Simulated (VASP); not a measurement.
Set up this calculation in VASP 6.6.1, as the native input.

```yaml
Task: electric field gradients
Functional: PBE
Potentials_or_basis: VASP PAW PBE potentials, release 64 (Si, O)
Cutoff: 520 eV
k_mesh: 3 × 3 × 3
Occupations: methfessel-paxton, width 0.15 eV
Spin: no spin polarisation
Dipole_correction: no
Further_INCAR_settings: LREAL = Auto; ALGO = Normal; EDIFF = 1e-08; NBANDS = 82
```

The structure of SiO2 lies in POSCAR:

```
SiO2
1.0
    7.0817519600      0.0000000000      0.0000000000
    0.0000000000      7.0817519600      0.0000000000
    0.0000000000      0.0000000000      7.0817519600
Si O
8 16
Direct
    0.9771259885      0.5228740115      0.4771259885
    0.5228740115      0.4771259885      0.9771259885
    0.4771259885      0.9771259885      0.5228740115
    0.0228740115      0.0228740115      0.0228740115
    0.7141775776      0.7858224224      0.2141775776
    0.7858224224      0.2141775776      0.7141775776
    0.2141775776      0.7141775776      0.7858224224
    0.2858224224      0.2858224224      0.2858224224
    0.8607175071      0.3328254486      0.5326132099
    0.3607175071      0.1671745514      0.4673867901
    0.1392824929      0.8328254486      0.9673867901
    0.1671745514      0.4673867901      0.3607175071
    0.9673867901      0.1392824929      0.8328254486
    0.4673867901      0.3607175071      0.1671745514
    0.3328254486      0.5326132099      0.8607175071
    0.5326132099      0.8607175071      0.3328254486
    0.1541929604      0.1541929604      0.1541929604
    0.3458070396      0.8458070396      0.6541929604
    0.6541929604      0.3458070396      0.8458070396
    0.8458070396      0.6541929604      0.3458070396
    0.6392824929      0.6671745514      0.0326132099
    0.0326132099      0.6392824929      0.6671745514
    0.6671745514      0.0326132099      0.6392824929
    0.8328254486      0.9673867901      0.1392824929
```

The input as run:

INCAR

```
SYSTEM = SiO2
  PREC = Accurate
  ENCUT = 520
  EDIFF = 1E-8
  ISMEAR = 1
  SIGMA = 0.15
  LREAL = Auto
  LASPH = .True.
  NELM = 80
  ALGO = Normal
  ISIF = 2
  LWAVE = .False.
  LCHARG = .False.
  GGA = PE
  LEFG = .True.
  NBANDS = 82
```

KPOINTS

```
Automatic mesh
0
Gamma
  3 3 3
  0 0 0
```

Potentials or basis: VASP PAW PBE potentials, release 64 (Si, O).

The run is started by

```bash
$ cat potpaw_PBE.64/Si/POTCAR potpaw_PBE.64/O/POTCAR > POTCAR
$ mpirun -np 1 vasp_std > vasp.out
```

It gave:

The pressure is 1.2 GPa. The largest force is 0.060 eV/Å and the band gap on the k mesh is 5.75 eV (least direct gap 5.76 eV). The largest electric field gradient by atom is Si -2.1, +5.0 (each value once); O +90.2, +100.9 (each value once) V/Å².

Caveat: without QUAD_EFG the Cq values of the log hold for a quadrupole moment of 1 mb, not for the nuclei.

Wall time 3.2 min on 1 thread of Intel(R) Xeon(R) Platinum 8559C (Emerald Rapids), on a shared host, peak memory 0.42 GiB.
